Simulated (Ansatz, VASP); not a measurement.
**Two plane-wave programs on ZnSe**

File INCAR:

```
SYSTEM = ZnSe
ALGO = Normal ; EDIFF = 1E-6
ENCUT = 520 ; GGA = PS
ISIF = 2 ; ISMEAR = 0
LASPH = .TRUE. ; LCHARG = .FALSE.
LREAL = .FALSE. ; LWAVE = .FALSE.
NBANDS = 26 ; NELM = 100
PREC = Accurate ; SIGMA = 0.05
```

The input KPOINTS:

```
k-points
0
G
  8 8 6
  0 0 0
```

Contents of POSCAR:

```
ZnSe
1.0
    4.0261152320      0.0000000000      0.0000000000
    0.0000000000      4.0261152320      0.0000000000
    0.0000000000      0.0000000000      5.5286396999
Zn Se
2 2
Direct
    0.0000000000      0.0000000000      0.0000000000
    0.5000000000      0.5000000000      0.0000000000
    0.0000000000      0.5000000000      0.2862553369
    0.5000000000      0.0000000000      0.7137446631
```

Input for Ansatz:

```yaml
crystal:
  lattice:
    - [4.026115232, 0.0, 0.0]
    - [0.0, 4.026115232, 0.0]
    - [0.0, 0.0, 5.5286396999]
  atoms:
    - { symbol: Zn, position: [0.0, 0.0, 0.0] }
    - { symbol: Zn, position: [0.5, 0.5, 0.0] }
    - { symbol: Se, position: [0.0, 0.5, 0.2862553369] }
    - { symbol: Se, position: [0.5, 0.0, 0.7137446631] }
basis:
  ecutwfc: 520.0
kpoints:
  mp_grid: { grid: [8, 8, 6] }
hamiltonian:
  xc: pbesol
  pseudopotentials: { kind: paw, azcp: { folder: soft_1 } }
scf:
  occupations: { method: gaussian, width: 0.05 }
output:
  forces: true
  stress: true
  eigenvalues: true
```

Alike in both runs: task single point; functional PBEsol; k mesh 8 × 8 × 6; occupations gaussian, width 0.05 eV; no spin polarisation.

```csv
,VASP,Ansatz
version,VASP 6.6.1,Ansatz 0.2.0
potentials or method,"VASP PAW PBE potentials, release 64 (Zn, Se), cutoff 520 eV","scalar-relativistic, plane waves, PAW"
valence electrons in the cell,36,56
```

Ansatz gave:

```
gap on the k mesh at the Fermi level (eV)                     : 1.35
least direct gap on the mesh (eV)                             : 1.35
pressure (GPa)                                                : -3.3
traceless stress, the component that is largest in VASP (GPa) : -1.59
rms of the force components (eV/Å)                            : 0.383
```

Problem. Which values does VASP return?

Solution. gap on the k mesh at the Fermi level (eV): 1.35; least direct gap on the mesh (eV): 1.35; pressure (GPa): -3.1; traceless stress, the component that is largest in VASP (GPa): -1.56; rms of the force components (eV/Å): 0.365.

VASP's potentials were made for PBE, not for PBEsol, and Ansatz warns of the same on its side. Atom by atom the forces differ by 0.018 eV/Å (rms over components). VASP's potentials hold 36 valence electrons a cell and Ansatz's 56, so a difference there can come from the potentials and not from the codes.
